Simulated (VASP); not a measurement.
Ag: single point with PBE

Ag, a slab with vacuum:

```
Ag
1.0
     2.93557    0.00000    0.00000
    -1.46778    2.54228    0.00000
     0.00000    0.00000   24.57624
Ag
5
Direct
  0.00000 0.00000 0.30566
  0.66667 0.33333 0.40333
  0.33333 0.66667 0.49986
  0.66667 0.33333 0.59657
  0.33333 0.66667 0.69450
```

- Program: VASP 6.6.1
- Task: single point
- Functional: PBE
- Potentials or basis: VASP PAW PBE potentials, release 64 (Ag)
- Cutoff: 520 eV
- k mesh: 12 × 12 × 1
- Occupations: gaussian, width 0.1 eV
- Spin: no spin polarisation

| Item | Value |
| --- | --- |
| Band gap on the k mesh | zero (an odd number of electrons rules out a gap without spin polarisation) |

Forces on the atoms (eV/Å):
```
Ag   0.000  0.000  0.002
Ag   0.000  0.000 -0.002
Ag   0.000  0.000  0.000
Ag   0.000  0.000  0.002
Ag   0.000  0.000 -0.002
```

Levels at points of the mesh, in eV from the Fermi level:
```tsv
k point	band 24	band 25	band 26	band 27	band 28	band 29	band 30	band 31	band 32	band 33
(0.00, 0.00, 0.00)	-3.35	-3.15	-3.15	-3.03	-3.03	-2.65	-0.64	0.27	3.90	4.40
(0.50, 0.00, 0.00)	-2.76	-2.75	0.18	0.53	1.11	1.43	1.54	3.98	4.31	4.92
```

Run time: 4.9 min on 1 thread of Intel Xeon 8259CL, with other jobs on the host, peak memory 0.36 GiB.
